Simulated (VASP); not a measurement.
Set up this calculation in VASP 6.6.1, as the native input.

| Property | Result |
| --- | --- |
| Task | single point |
| Functional | PBE |
| Potentials or basis | VASP PAW PBE potentials, release 64 (V_sv) |
| Cutoff | 520 eV |
| k mesh | 9 × 9 × 9 |
| Occupations | fermi-dirac, width 0.05 eV |
| Spin | collinear spin, ferromagnetic start |
| Starting moments | [2.0] μB |
| Dipole correction | no |
| Further INCAR settings | ALGO = Normal; EDIFF = 1e-06; NBANDS = 16 |

The structure of V lies in POSCAR:

```
V
1.0
   -1.4537760000      1.4537760000      1.5143500000
    1.4537760000     -1.4537760000      1.5143500000
    1.4537760000      1.4537760000     -1.5143500000
V
1
Direct
    0.0000000000      0.0000000000      0.0000000000
```

These files were run (other wordings do the same):

INCAR

```
SYSTEM = V
ALGO = Normal
EDIFF = 1E-6
ENCUT = 520
GGA = PE
ISIF = 2
ISMEAR = -1
ISPIN = 2
LASPH = .TRUE.
LCHARG = .FALSE.
LMAXMIX = 4
LORBIT = 11
LREAL = .FALSE.
LWAVE = .FALSE.
MAGMOM = 2
NBANDS = 16
NELM = 150
PREC = Accurate
SIGMA = 0.05
```

KPOINTS

```
k-points
0
G
  9 9 9
  0 0 0
```

Potentials or basis: VASP PAW PBE potentials, release 64 (V_sv).

Command:

```sh
$ cat potpaw_PBE.64/V_sv/POTCAR > POTCAR
$ mpirun -np 1 vasp_std > vasp.out
```

It gave:

```
Pressure                                              : 9.9 GPa
Net moment                                            : 0.00 μB per cell
Valence electrons inside the program's atomic spheres : V 11.75
```

It took 30 s on 1 thread of Intel Xeon 8259CL (shared host), peak memory 0.15 GiB.
